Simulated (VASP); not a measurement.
# P (Fm-3m) in VASP: a series of runs

P is run at these levels: PBE; tasks: relaxation of cell and atoms.

Everything below comes from runs of VASP 6.6.1. Logs are shortened: lines on timing, memory, paths and dates and some standing lists are left out, and cuts for length are marked.

## 1. The cell of the first run

Symmetry: Fm-3m, No. 225, cubic system. The conventional cell has a = 2.891 Å, b = 2.891 Å, c = 2.891 Å, α = 90.00°, β = 90.00°, γ = 90.00°. Within 2.7 Å of P (site symmetry m-3m) lie 12 P at 2.04 Å.

## 2. Relaxation of cell and atoms, PBE, target pressure 450 GPa, at which the enthalpy is minimised

INCAR

```
ALGO     = Normal         # electronic algorithm
EDIFF    = 1E-6           # SCF threshold, eV
EDIFFG   = -0.005         # ionic threshold
ENCUT    = 600            # plane-wave cutoff, eV
GGA      = PE             # functional
IBRION   = 2              # ionic algorithm
ISIF     = 3              # what is computed and relaxed
ISMEAR   = -1             # smearing method
LASPH    = True           # aspherical terms in the spheres
LCHARG   = False          # write CHGCAR
LREAL    = False          # projectors in reciprocal space
LWAVE    = False          # write WAVECAR
NELM     = 80             # most SCF steps
NSW      = 60             # ionic steps
PREC     = Accurate       # precision mode
PSTRESS  = 4500.0       
SIGMA    = 0.08           # smearing width, eV
```

KPOINTS

```
k-points
0
Gamma
  22 22 22
```

POSCAR

```
P
1.0
    0.0000000000      1.4455212191      1.4455212191
    1.4455212191      0.0000000000      1.4455212191
    1.4455212191      1.4455212191      0.0000000000
P
1
Direct
    0.0000000000      0.0000000000      0.0000000000
```

Potentials or basis: VASP PAW PBE potentials, release 64 (P).

Run with:

```
cat potpaw_PBE.64/P/POTCAR > POTCAR
mpirun -np 1 vasp_std > vasp.out
```

OUTCAR:

```text
EDIFF = 1E-6
   EDIFFG = -0.005
   ENCUT = 600
   GGA = PE
   IBRION = 2
   ISIF = 3
   ISMEAR = -1
   LASPH = True
   LREAL = False
   NELM = 80
   NSW = 60
   PREC = Accurate
   PSTRESS = 4500.0

 ion  position               nearest neighbor table
   1  0.000  0.000  0.000-

  LATTYP: Found a face centered cubic cell.
 ALAT       =     2.8910424382

  Lattice vectors:

 A1 = (   0.0000000000,   1.4455212191,   1.4455212191)
 A2 = (   1.4455212191,   0.0000000000,   1.4455212191)
 A3 = (   1.4455212191,   1.4455212191,   0.0000000000)

Analysis of symmetry for initial positions (statically):
=====================================================================
 Subroutine PRICEL returns:
 Original cell was already a primitive cell.

 Routine SETGRP: Setting up the symmetry group for a
 face centered cubic supercell.

 Subroutine GETGRP returns: Found 48 space group operations
 (whereof 48 operations were pure point group operations)
 out of a pool of 48 trial point group operations.

The static configuration has the point symmetry O_h .

Analysis of symmetry for dynamics (positions and initial velocities):
=====================================================================
 Subroutine PRICEL returns:
 Original cell was already a primitive cell.

 Routine SETGRP: Setting up the symmetry group for a
 face centered cubic supercell.

 Subroutine GETGRP returns: Found 48 space group operations
 (whereof 48 operations were pure point group operations)
 out of a pool of 48 trial point group operations.

The dynamic configuration has the point symmetry O_h .

 Subroutine INISYM returns: Found 48 space group operations
 (whereof 48 operations are pure point group operations),
 and found     1 'primitive' translations

----------------------------------------------------------------------------------------

                                     Primitive cell

  volume of cell :       6.0409

  direct lattice vectors                    reciprocal lattice vectors
     0.000000000  1.445521219  1.445521219    -0.345895995  0.345895995  0.345895995
     1.445521219  0.000000000  1.445521219     0.345895995 -0.345895995  0.345895995
     1.445521219  1.445521219  0.000000000     0.345895995  0.345895995 -0.345895995

  length of vectors
     2.044275713  2.044275713  2.044275713     0.599109437  0.599109437  0.599109437

  position of ions in fractional coordinates (direct lattice)
     0.000000000  0.000000000  0.000000000

  ion indices of the primitive-cell ions
   primitive index   ion index
                 1           1

----------------------------------------------------------------------------------------

 KPOINTS: k-points

Automatic generation of k-mesh.
 Grid dimensions read from file:
 generate k-points for:   22   22   22

 Generating k-lattice:

  Cartesian coordinates                     Fractional coordinates (reciprocal lattice)
    -0.015722545  0.015722545  0.015722545     0.045454545  0.000000000  0.000000000
     0.015722545 -0.015722545  0.015722545     0.000000000  0.045454545  0.000000000
     0.015722545  0.015722545 -0.015722545     0.000000000  0.000000000  0.045454545

  Length of vectors
     0.027232247  0.027232247  0.027232247

  Shift w.r.t. Gamma in fractional coordinates (k-lattice)
     0.000000000  0.000000000  0.000000000

 Subroutine IBZKPT returns following result:
 ===========================================

 Found    328 irreducible k-points:

 Following reciprocal coordinates:
            Coordinates               Weight
  0.000000  0.000000  0.000000      1.000000
  0.045455  0.000000  0.000000      8.000000
  0.090909  0.000000  0.000000      8.000000
  0.136364  0.000000  0.000000      8.000000
  0.181818  0.000000  0.000000      8.000000
  0.227273  0.000000  0.000000      8.000000
[... 16 lines left out ...]
  0.500000  0.045455  0.000000     24.000000
 -0.454545  0.045455  0.000000     24.000000
 [... further k-points ...]
   k-points           NKPTS =    328   k-points in BZ     NKDIM =    328   number of bands    NBANDS=      6
   number of dos      NEDOS =    301   number of ions     NIONS =      1
   total plane-waves  NPLWV =   4096
   dimension x,y,z NGX =    16 NGY =   16 NGZ =   16
   dimension x,y,z NGXF=    32 NGYF=   32 NGZF=   32
   ions per type =               1
   NGX,Y,Z   is equivalent  to a cutoff of  13.01, 13.01, 13.01 a.u.
   NGXF,Y,Z  is equivalent  to a cutoff of  26.02, 26.02, 26.02 a.u.
 SYSTEM =  unknown system
   PREC   = accura    normal or accurate (medium, high low for compatibility)
   ISTART =      0    job   : 0-new  1-cont  2-samecut
   ICHARG =      2    charge: 1-file 2-atom 10-const
   ISPIN  =      1    spin polarized calculation?
   LNONCOLLINEAR =      F non collinear calculations
   LSORBIT =      F    spin-orbit coupling
   LASPH  =      T    aspherical Exc in radial PAW
   ENCUT  =  600.0 eV  44.10 Ry    6.64 a.u.   4.08  4.08  4.08*2*pi/ulx,y,z
   NELM   =     80;   NELMIN=  2; NELMDL= -5     # of ELM steps
   EDIFF  = 0.1E-05   stopping-criterion for ELM
   LREAL  =      F    real-space projection
   EDIFFG = -.5E-02   stopping-criterion for IOM
   NSW    =     60    number of steps for IOM
   IBRION =      2    ionic relax: 0-MD 1-quasi-New 2-CG
   NFREE  =      1    steps in history (QN), initial steepest desc. (CG)
   ISIF   =      3    stress and relaxation
   ISYM   =      2    0-nonsym 1-usesym 2-fastsym
   POTIM  = 0.5000    time-step for ionic-motion
   TEBEG  =    0.0;   TEEND  =   0.0 temperature during run
   PSTRESS= 4500.0 pullay stress
   NELECT =       5.0000    total number of electrons
   NUPDOWN=      -1.0000    fix difference up-down
   EMIN   =  10.00;   EMAX   =-10.00  energy-range for DOS
   EFERMI =   0.00;   METHOD = LEGACY
   ISMEAR =    -1;   SIGMA  =   0.08  broadening in eV -4-tet -1-fermi 0-gaus
   EFERMI_NEDOS =   21; number of points for ismear=-14 and -15
   IALGO  =     38    algorithm
   IMIX   =      4    mixing-type and parameters
     AMIX     =   0.40;   BMIX     =  1.00
     AMIX_MAG =   1.60;   BMIX_MAG =  1.00
  volume/ion in A,a.u.               =       6.04        40.77
  Fermi-wavevector in a.u.,A,eV,Ry     =   1.537082  2.904664 32.145410  2.362621
  Thomas-Fermi vector in A             =   2.643641
   LORBIT       =      0    0 simple, 1 ext, 2 COOP (PROOUT), +10 PAW based schemes
   GGA     = PE    functional components
   LHFCALC =     F    Hartree Fock is set to
   AEXX    =    0.0000 exact exchange contribution
   IVDW    =     0    specifies the selected vdW correction
   LEPSILON=     F    determine dielectric tensor
   LRPA    =     F    only Hartree local field effects (RPA)
 conjugate gradient relaxation of ions
 non-spin polarized calculation
  energy-cutoff  :      600.00
  volume of cell :        6.04
 maximum number of plane-waves:       210
   NGX =  9   NGY =  9   NGZ =  9

--------------------------------------- Ionic step        1  -------------------------------------------

 number of electron       4.9999999 magnetization

 Free energy of the ion-electron system (eV)
  ---------------------------------------------------
  ext. energy  EPLUGINS =         0.00000000
  ---------------------------------------------------
  free energy    TOTEN  =         1.11230562 eV

  energy without entropy =        1.11651918  energy(sigma->0) =        1.11441240

------------------------ aborting loop because EDIFF is reached ----------------------------------------

  FORCE on cell =-STRESS in cart. coord.  units (eV):
  Direction    XX          YY          ZZ          XY          YZ          ZX
  --------------------------------------------------------------------------------------
  -------------------------------------------------------------------------------------
  Total       16.6563407     16.6563407     16.6563407     -0.0000000     -0.0000000      0.0000000
  in kB     4417.6038549   4417.6038549   4417.6038549     -0.0000000     -0.0000000      0.0000000
  external PRESSURE =     -82.3961451 kB  Pullay stress =    4500.0000000 kB

 VOLUME and BASIS-vectors are now :
 -----------------------------------------------------------------------------
  energy-cutoff  :      600.00
  volume of cell :        6.04
      direct lattice vectors                 reciprocal lattice vectors
     0.000000000  1.445521219  1.445521219    -0.345895995  0.345895995  0.345895995
     1.445521219  0.000000000  1.445521219     0.345895995 -0.345895995  0.345895995
     1.445521219  1.445521219  0.000000000     0.345895995  0.345895995 -0.345895995
[... 81 lines left out ...]
  FREE ENERGIE OF THE ION-ELECTRON SYSTEM (eV)
  ---------------------------------------------------
  free  energy   TOTEN  =         1.2081816840 eV

  energy  without entropy=        1.2125374157  energy(sigma->0) =        1.21035955

  enthalpy is  TOTEN    =        18.0784041081 eV   P V=       16.8702224241

--------------------------------------- Ionic step        4  -------------------------------------------

 number of electron       4.9999999 magnetization

 Free energy of the ion-electron system (eV)
  ---------------------------------------------------
  ext. energy  EPLUGINS =         0.00000000
  ---------------------------------------------------
  free energy    TOTEN  =         1.21015592 eV

  energy without entropy =        1.21451498  energy(sigma->0) =        1.21233545

 E-fermi :  27.8793     XC(G=0): -15.6807

 val. band max:       27.8350187398   @ k =   0.3636   0.3182   0.0455
 cond. band min:      27.9057956912   @ k =  -0.4091   0.4091   0.0909
 fundamental gap:      0.0707769514
 Fermi energy:        27.8792516065

 k-point     1 :       0.0000    0.0000    0.0000
  band No.  band energies     occupation
      1      -1.4728      2.00000
      2      41.3561      0.00000
      3      41.3561      0.00000
      4      41.3561      0.00000
      5      47.2868      0.00000
      6      47.2868      0.00000

 k-point     2 :       0.0455    0.0000    0.0000
  band No.  band energies     occupation
      1      -1.3676      2.00000
      2      39.7636      0.00000
      3      41.1837      0.00000
      4      41.1837      0.00000
      5      47.6330      0.00000
      6      47.6330      0.00000
[... 181 lines left out ...]
 k-point    23 :       0.5000    0.0455    0.0000
  band No.  band energies     occupation
      1       9.8269      2.00000
      2      12.1477      2.00000
      3      37.8714      0.00000
      4      38.3404      0.00000
      5      41.7710      0.00000
      6      42.9361      0.00000

 k-point    24 :      -0.4545    0.0455    0.0000
  band No.  band energies     occupation
      1       9.3075      2.00000
      2      12.7257      2.00000
      3      37.3892      0.00000
      4      38.8988      0.00000
      5      42.3246      0.00000
      6      42.4242      0.00000

 [... further k-points ...]
[... 5 lines left out ...]
  --------------------------------------------------------------------------------------
  -------------------------------------------------------------------------------------
  Total       16.8678749     16.8678749     16.8678749     -0.0000000     -0.0000000      0.0000000
  in kB     4499.9005325   4499.9005325   4499.9005325     -0.0000000     -0.0000000      0.0000000
  external PRESSURE =      -0.0994675 kB  Pullay stress =    4500.0000000 kB

 VOLUME and BASIS-vectors are now :
 -----------------------------------------------------------------------------
  energy-cutoff  :      600.00
  volume of cell :        6.01
      direct lattice vectors                 reciprocal lattice vectors
    -0.000000000  1.442711016  1.442711016    -0.346569753  0.346569753  0.346569753
     1.442711016 -0.000000000  1.442711016     0.346569753 -0.346569753  0.346569753
     1.442711016  1.442711016  0.000000000     0.346569753  0.346569753 -0.346569753

 POSITION                                       TOTAL-FORCE (eV/Angst)
 -----------------------------------------------------------------------------------
      2.88542      2.88542      2.88542        -0.000000      0.000000      0.000000
 -----------------------------------------------------------------------------------
    total drift:                               -0.000000     -0.000000     -0.000000

  FREE ENERGIE OF THE ION-ELECTRON SYSTEM (eV)
  ---------------------------------------------------
  free  energy   TOTEN  =         1.2101559180 eV

  energy  without entropy=        1.2145149806  energy(sigma->0) =        1.21233545

  enthalpy is  TOTEN    =        18.0784036603 eV   P V=       16.8682477422

 reached required accuracy - stopping structural energy minimisation
```

Run time: 12 s. Hardware: 1 thread of AMD EPYC 9R45 (Zen 5), shared host; peak memory 0.09 GiB.

What came out:

```
Free energy                                            : 1.2102 eV
Relaxed volume                                         : 6.01 Å³/atom
Relaxed cell                                           : a = 2.040 Å, b = 2.040 Å, c = 2.040 Å, α = 60.00°, β = 60.00°, γ = 60.00°
Space group after relaxing (to 0.05 Å)                 : Fm-3m (No. 225)
Energy change on relaxing (the enthalpy is what falls) : +97.9 meV/atom
Ionic steps                                            : 4
Pressure after relaxing                                : 450.0 GPa
```

The path:
```tsv
step	energy change (eV)	largest force (eV/Å)	pressure (GPa)	volume (Å³)
1	0.0000	0.0000	441.76	6.04
2	0.7920	0.0000	508.32	5.77
3	0.0959	0.0000	449.83	6.01
4	0.0979	0.0000	449.99	6.01
```

Final structure:
```
P
1.0
     0.00000    1.44271    1.44271
     1.44271    0.00000    1.44271
     1.44271    1.44271    0.00000
P
1
Direct
  0.00000 0.00000 0.00000
```

Levels at points of the mesh, in eV from the Fermi level:
```tsv
k point	band 1	band 2	band 3	band 4	band 5
(0.00, 0.00, 0.00)	-29.35	13.48	13.48	13.48	19.41
(0.50, 0.00, 0.00)	-17.89	-16.08	11.44	11.44	13.89
(0.50, 0.50, 0.00)	-14.64	-11.18	-0.49	2.17	2.17
```

Caveat: the cell is relaxed towards a set pressure, so the enthalpy falls and the energy may rise.

## 3. Relaxation of cell and atoms, PBE, target pressure 450 GPa, at which the enthalpy is minimised

INCAR

```
SYSTEM = P
  PREC = Accurate
  ENCUT = 600
  EDIFF = 1E-6
  ISMEAR = -1
  SIGMA = 0.08
  LREAL = .False.
  LASPH = .True.
  NELM = 80
  ALGO = Normal
  ISIF = 3
  LWAVE = .False.
  LCHARG = .False.
  GGA = PE
  IBRION = 2
  NSW = 32
  EDIFFG = -0.005
  PSTRESS = 4500.0
```

KPOINTS

```
Automatic mesh
0
Gamma
  22 22 22
  0 0 0
```

POSCAR is that of step 2.

Potentials or basis: VASP PAW PBE potentials, release 64 (P).

Run with:

```
cat potpaw_PBE.64/P/POTCAR > POTCAR
mpirun -np 1 vasp_std > vasp.out
```

Run time: 13 s. Hardware: 1 thread of AMD EPYC 9R45 (Zen 5), shared host; peak memory 0.09 GiB.

Results (log left out):

```yaml
Free_energy: 1.2102 eV
Relaxed_volume: 6.01 Å³/atom
Relaxed_cell: a = 2.040 Å, b = 2.040 Å, c = 2.040 Å, α = 60.00°, β = 60.00°, γ = 60.00°
Space_group_after_relaxing_to_0.05_Å: Fm-3m (No. 225)
Energy_change_on_relaxing_the_enthalpy_is_what_falls: +97.9 meV/atom
Ionic_steps: 4
Pressure_after_relaxing: 450.0 GPa
```

The path:
```tsv
step	energy change (eV)	largest force (eV/Å)	pressure (GPa)	volume (Å³)
1	0.0000	0.0000	441.76	6.04
2	0.7920	0.0000	508.32	5.77
3	0.0959	0.0000	449.83	6.01
4	0.0979	0.0000	449.99	6.01
```

Final structure:
```
P
1.0
     0.00000    1.44271    1.44271
     1.44271    0.00000    1.44271
     1.44271    1.44271    0.00000
P
1
Direct
  0.00000 0.00000 0.00000
```

Levels at points of the mesh, in eV from the Fermi level:
| k point | band 1 | band 2 | band 3 | band 4 | band 5 | band 6 |
| --- | --- | --- | --- | --- | --- | --- |
| (0.00, 0.00, 0.00) | -29.35 | 13.48 | 13.48 | 13.48 | 19.41 | 19.41 |
| (0.50, 0.00, 0.00) | -17.89 | -16.08 | 11.44 | 11.44 | 13.89 | 13.89 |
| (0.50, 0.50, 0.00) | -14.64 | -11.18 | -0.49 | 2.17 | 2.17 | 11.63 |

Caveat: the cell is relaxed towards a set pressure, so the enthalpy falls and the energy may rise.
